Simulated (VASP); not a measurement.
LiF, 6 atoms in the cell. Symmetry: P3_121, No. 152, trigonal system. Conventional cell: a = 4.940 Å, b = 4.940 Å, c = 2.960 Å, α = 90.00°, β = 90.00°, γ = 120.00°. Within 2.5 Å of Li (site symmetry 2) lie 4 F at 1.91 to 1.94 Å. F (site symmetry 2) has 4 Li at 1.91 to 1.94 Å within 2.5 Å. 

| Quantity | Value |
| --- | --- |
| Program | VASP 6.6.1 |
| Task | single point |
| Functional | PBE |
| Potentials or basis | VASP PAW PBE potentials, release 64 (Li_sv, F) |
| Cutoff | 520 eV |
| k mesh | 6 × 6 × 8 |
| Occupations | gaussian, width 0.02 eV |
| Spin | no spin polarisation |
| Dipole correction | no |
| Further INCAR settings | ALGO = Normal; EDIFF = 1e-06; NBANDS = 24 |

Potentials or basis: VASP PAW PBE potentials, release 64 (Li_sv, F).

Run with:

```console
$ cat potpaw_PBE.64/Li_sv/POTCAR potpaw_PBE.64/F/POTCAR > POTCAR
$ mpirun -np 1 vasp_std > vasp.out
```

Hardware: 1 thread of Intel(R) Xeon(R) 6975P-C (Granite Rapids), with other jobs on the host.

Estimate the wall time of this run.

It took 22 s on 1 thread of Intel(R) Xeon(R) 6975P-C (Granite Rapids) (shared host), peak memory 0.2 GiB. Counts: scf iterations 13, k points 44.
